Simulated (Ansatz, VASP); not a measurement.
## TlCl: VASP beside Ansatz

```
CELL_PARAMETERS angstrom
4.04414 0.00000 0.00000
0.00000 4.04414 0.00000
0.00000 0.00000 4.04414
ATOMIC_POSITIONS crystal
Tl 0.00000 0.00000 0.00000
Cl 0.50000 0.50000 0.50000
```

Alike in both runs: task single point; functional PBE; dispersion D3(BJ); k mesh 8 × 8 × 8; occupations gaussian, width 0.02 eV; no spin polarisation.

```csv
,VASP,Ansatz
version,VASP 6.6.1,Ansatz 0.2.0
potentials or method,"VASP PAW PBE potentials, release 64 (Tl_d, Cl), cutoff 500 eV","scalar-relativistic, plane waves, PAW"
valence electrons in the cell,20,20
```

|  | VASP | Ansatz | Ansatz less VASP |
| --- | --- | --- | --- |
| gap on the k mesh at the Fermi level (eV) | 2.42 | 2.41 | -0.005 |
| least direct gap on the mesh (eV) | 2.42 | 2.41 | -0.005 |
| pressure (GPa) | 1.2 | 1.3 | +0.07 |

Ansatz's warnings: dispersion switch in reach.

Neither program's run includes spin-orbit coupling.
